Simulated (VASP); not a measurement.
# ZrO: single point with PBE

The system is ZrO.

```xyz
4
Lattice="3.6644 0.0000 0.0000 0.0000 3.6644 0.0000 0.0000 0.0000 5.1823" Properties=species:S:1:pos:R:3 pbc="T T T"
Zr    1.8322    1.8322    1.2956
Zr    1.8322    1.8322    3.8867
O     0.0000    1.8322    0.0000
O     1.8322    0.0000    2.5911
```

This cell differs from its parent crystal: atoms taken out.

```json
{
 "Program": "VASP 6.6.1",
 "Task": "single point",
 "Functional": "PBE",
 "Potentials or basis": "VASP PAW PBE potentials, release 64 (Zr_sv, O)",
 "Cutoff": "520 eV",
 "k mesh": "6 × 6 × 4",
 "Occupations": "gaussian, width 0.1 eV",
 "Spin": "no spin polarisation"
}
```

| Property | Result |
| --- | --- |
| Pressure | -2.7 GPa |
| Band gap on the k mesh | zero (bands 18 and 19 overlap by 1.45 eV) |

Stress tensor (GPa, compression positive):
```
-9.44  0.00  0.00
 0.00 -9.44  0.00
 0.00  0.00 10.89
```

Levels at points of the mesh, in eV from the Fermi level:
| k point | band 16 | band 17 | band 18 | band 19 | band 20 | band 21 |
| --- | --- | --- | --- | --- | --- | --- |
| (0.00, 0.00, 0.00) | -4.21 | -2.61 | -1.24 | -0.85 | 1.51 | 2.84 |
| (0.50, 0.00, 0.00) | -4.66 | -1.68 | -0.24 | -0.20 | 1.76 | 1.94 |
| (0.50, 0.50, 0.00) | -4.42 | -1.58 | -1.58 | -0.84 | 0.39 | 2.35 |
| (0.00, 0.00, 0.50) | -4.43 | 0.30 | 0.30 | 0.91 | 0.91 | 1.84 |
| (0.50, 0.00, 0.50) | -4.61 | 0.56 | 0.60 | 0.94 | 1.02 | 1.39 |
| (0.50, 0.50, 0.50) | -5.03 | -0.87 | -0.87 | 1.55 | 1.55 | 1.90 |

Run time: 79 s on 1 thread of Intel Xeon 8259CL (shared host), peak memory 0.19 GiB.

Caveat: the cell differs from its parent crystal (atoms taken out); the stress differs along the axes, from -9 to 11 GPa.
